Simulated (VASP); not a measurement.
A run of VASP 6.6.1:

INCAR

```
PREC = Accurate
ENCUT = 520
EDIFF = 1E-6
ISMEAR = 0
SIGMA = 0.05
LREAL = Auto
LASPH = T
NELM = 60
ALGO = Normal
ISIF = 2
LWAVE = F
LCHARG = F
GGA = PE
NBANDS = 42
```

Contents of KPOINTS:

```
Automatic mesh
0
Gamma
  2 3 1
```

Contents of POSCAR:

```
Al18H
1.0
   12.1500000000      0.0000000000      0.0000000000
    0.0000000000      5.7275650000      0.0000000000
    0.0000000000      0.0000000000     14.8637820000
Al H
18 1
Direct
    0.0000000000      0.0000000000      0.0672776000
    0.3333333000      0.0000000000      0.0672776000
    0.6666667000      0.0000000000      0.0672776000
    0.0000000000      0.5000000000      0.0672776000
    0.3333333000      0.5000000000      0.0672776000
    0.6666667000      0.5000000000      0.0672776000
    0.1665849346      0.2500073308      0.1619800724
    0.4969718406      0.2499725065      0.1602143387
    0.8365011711      0.2500298805      0.1595487987
    0.1665735115      0.7500046748      0.1612724741
    0.4981503707      0.7499459051      0.1568391407
    0.8352237496      0.7500044325      0.1563829761
   -0.0037257072     -0.0020553658      0.2571862509
    0.3366325539     -0.0019489453      0.2571430339
    0.6671689623      0.0147866903      0.2563765054
   -0.0036988469      0.5019492770      0.2572010920
    0.3365991984      0.5019880505      0.2571366425
    0.6672090497      0.4854097605      0.2564012880
    0.6670795975      0.7501716721      0.3229738908
```

Potentials or basis: VASP PAW PBE potentials, release 64 (Al, H).

Run with:

```console
$ cat potpaw_PBE.64/Al/POTCAR potpaw_PBE.64/H/POTCAR > POTCAR
$ mpirun -np 1 vasp_std > vasp.out
```

Hardware: 1 thread of AMD EPYC 9R45 96-Core Processor (Zen 5), on a shared host.

Question: How long does it take, and how much memory?

Answer: Run time: 3.2 min on 1 thread of AMD EPYC 9R45 96-Core Processor (Zen 5), on a shared host, peak memory 0.86 GiB. Counts: scf iterations 21, k points 4.
